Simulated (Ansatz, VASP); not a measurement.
## One calculation of InSb3, two programs

```
CELL_PARAMETERS angstrom
4.79053 0.00000 0.00000
0.00000 4.79053 0.00000
0.00000 0.00000 4.79053
ATOMIC_POSITIONS crystal
In 0.00000 0.00000 0.00000
Sb 0.50000 0.00000 0.50000
Sb 0.00000 0.50000 0.50000
Sb 0.50000 0.50000 0.00000
```

Alike in both runs: task single point; functional r2SCAN; k mesh 12 × 12 × 12; occupations gaussian, width 0.15 eV; no spin polarisation.

```csv
,VASP,Ansatz
version,VASP 6.6.1,Ansatz 0.2.0
potentials or method,"VASP PAW PBE potentials, release 64 (In_d, Sb), cutoff 520 eV","scalar-relativistic, plane waves, PAW"
valence electrons in the cell,28,58
```

|  | VASP | Ansatz | Ansatz less VASP |
| --- | --- | --- | --- |
| gap on the k mesh at the Fermi level (eV) | none | none | - |
| pressure (GPa) | 0.0 | 0.0 | +0.05 |

VASP's potentials were made for PBE, not for r2SCAN. A gap of «none» marks a metal or a gap that the smearing closes. With one functional, cell and mesh, what is left measures potentials, basis and numerics. VASP's potentials hold 28 valence electrons a cell and Ansatz's 58, so a difference there can come from the potentials and not from the codes.

Spin-orbit coupling is off throughout.
